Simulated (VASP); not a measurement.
A run of VASP 6.6.1 is set up as follows.

Contents of INCAR:

```
SYSTEM = Se
PREC     = Accurate       ! precision mode
ENCUT    = 520            ! plane-wave cutoff, eV
EDIFF    = 1E-6           ! SCF threshold, eV
ISMEAR   = -1             ! smearing method
SIGMA    = 0.1            ! smearing width, eV
LREAL    = .False.        ! projectors in reciprocal space
LASPH    = .True.         ! aspherical terms in the spheres
NELM     = 60             ! most SCF steps
ALGO     = Normal         ! electronic algorithm
ISIF     = 2              ! what is computed and relaxed
LWAVE    = .False.        ! write WAVECAR
LCHARG   = .True.         ! write CHGCAR
GGA      = PE             ! functional
LELF     = .True.         ! ELF
LVHAR    = .True.       
NBANDS   = 13             ! bands
```

Contents of KPOINTS:

```
regular mesh
0
Gamma
  16 16 16
  0 0 0
```

Contents of POSCAR:

```
Se
1.0
   -2.1302236140      2.1302236140      1.1253630819
    2.1302236140     -2.1302236140      1.1253630819
    2.1302236140      2.1302236140     -1.1253630819
Se
2
Direct
   -0.3750000000     -0.1250000000     -0.2500000000
    0.3750000000      0.1250000000      0.2500000000
```

Potentials or basis: VASP PAW PBE potentials, release 64 (Se).

The run is started by

```bash
$ cat potpaw_PBE.64/Se/POTCAR > POTCAR
$ mpirun -np 1 vasp_std > vasp.out
```

(1) Predict the band gap on the k mesh.

(2) Estimate the pressure.

Results:

(1) zero (band 6 reaches 25.14 eV, above the bottom of band 7 at 14.67 eV).

(2) 263.3 GPa.
